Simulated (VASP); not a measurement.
Set up this calculation in VASP 6.6.1, as the native input.

```
Task                   : single point
Functional             : RPBE
Potentials or basis    : VASP PAW PBE potentials, release 64 (Si)
Cutoff                 : 520 eV
k mesh                 : 14 × 14 × 14
Occupations            : fermi-dirac, width 0.1 eV
Spin                   : no spin polarisation
Dipole correction      : no
Further INCAR settings : ALGO = Normal; EDIFF = 1e-06; NBANDS = 8
```

The structure of Si lies in POSCAR:

```
Si
1.0
    2.5073986581      0.0000000000      0.0000000000
    0.0000000000      2.5073986581      0.0000000000
    0.0000000000      0.0000000000      2.5073986581
Si
1
Direct
    0.0000000000      0.0000000000      0.0000000000
```

This isn't the form of Si at room conditions, which is diamond.

One way to write it, as run:

INCAR

```
  PREC = Accurate
  ENCUT = 520
  EDIFF = 1E-6
  ISMEAR = -1
  SIGMA = 0.1
  LREAL = False
  LASPH = True
  NELM = 100
  ALGO = Normal
  ISIF = 2
  LWAVE = False
  LCHARG = False
  GGA = RP
  NBANDS = 8
```

KPOINTS

```
regular mesh
0
Gamma
  14 14 14
```

Potentials or basis: VASP PAW PBE potentials, release 64 (Si).

Command:

```sh
$ cat potpaw_PBE.64/Si/POTCAR > POTCAR
$ mpirun -np 1 vasp_std > vasp.out
```

Results of the run:

```yaml
Pressure: 4.5 GPa
Band_gap_on_the_k_mesh: zero (bands 2 and 3 overlap by 10.34 eV)
```

Caveat: the cell stands under pressure; the PAW data sets were made with another functional, which shifts forces and pressure a little.

Run time: 6.8 s on 1 thread of AMD EPYC 7R13 Processor (Zen 3), on a shared host, peak memory 0.09 GiB.
